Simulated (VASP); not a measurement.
Here is a VASP 6.6.1 calculation.

File INCAR:

```
PREC = Accurate
ENCUT = 520
EDIFF = 1E-7
ISMEAR = 0
SIGMA = 0.1
LREAL = F
LASPH = T
NELM = 100
ALGO = Normal
ISIF = 2
LWAVE = F
LCHARG = F
GGA = PE
IVDW = 12
NBANDS = 35
```

The input KPOINTS:

```
Automatic mesh
0
Gamma
  9 9 2
```

The input POSCAR:

```
MoS2
1.0
    3.0504491386      0.0000000000      0.0000000000
   -1.5252245693      2.6417664470      0.0000000000
    0.0000000000      0.0000000000     11.1338860093
Mo S
2 4
Direct
    0.3333333333      0.6666666667      0.2500000000
    0.6666666667      0.3333333333      0.7500000000
    0.3333333333      0.6666666667      0.6088067804
    0.6666666667      0.3333333333      0.1088067804
    0.3333333333      0.6666666667      0.8911932196
    0.6666666667      0.3333333333      0.3911932196
```

Potentials or basis: VASP PAW PBE potentials, release 64 (Mo_sv, S).

Command:

```console
$ cat potpaw_PBE.64/Mo_sv/POTCAR potpaw_PBE.64/S/POTCAR > POTCAR
$ mpirun -np 1 vasp_std > vasp.out
```

(1) What does it give for the pressure?

(2) Predict the largest force.

(3) Predict the dispersion energy per atom.

Results:

(1) 13.6 GPa.

(2) 0.012 eV/Å.

(3) -0.510 eV.
